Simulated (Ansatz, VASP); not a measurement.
## Two plane-wave programs on TiO2

```
Ti O
1.0
     4.56897    0.00000    0.00000
     0.00000    4.56897    0.00000
     0.00000    0.00000    2.93935
Ti O
2 4
Direct
  0.00000 0.00000 0.50000
  0.50000 0.50000 0.00000
  0.30432 0.30432 0.50000
  0.19568 0.80432 0.00000
  0.80432 0.19568 0.00000
  0.69568 0.69568 0.50000
```

Alike in both runs: task single point; functional BLYP; dispersion D3(BJ); k mesh 6 × 6 × 9; occupations fermi-dirac, width 0.05 eV; no spin polarisation.

|  | VASP | Ansatz |
| --- | --- | --- |
| version | VASP 6.6.1 | Ansatz 0.2.0 |
| potentials or method | VASP PAW PBE potentials, release 64 (Ti_sv, O) | Ansatz PAW |
| plane-wave cutoff (eV) | 520 | 420 |
| valence electrons in the cell | 48 | 48 |

Ansatz gave:

| Quantity | Value |
| --- | --- |
| gap on the k mesh at the Fermi level (eV) | 1.91 |
| least direct gap on the mesh (eV) | 1.91 |
| pressure (GPa) | 6.3 |
| traceless stress, the component that is largest in VASP (GPa) | 1.07 |
| rms of the force components (eV/Å) | 0.084 |

**Question.** Estimate VASP's values.

**Answer.** gap on the k mesh at the Fermi level (eV): 1.88; least direct gap on the mesh (eV): 1.88; pressure (GPa): 7.4; traceless stress, the component that is largest in VASP (GPa): 1.41; rms of the force components (eV/Å): 0.101.

VASP's potentials were made for PBE, not for BLYP. Atom by atom the forces differ by 0.017 eV/Å (rms over components).

Noted on Ansatz's run: odd divisions of the mesh miss points on the zone boundary, where band edges often lie, so the gap on the mesh can be too wide.
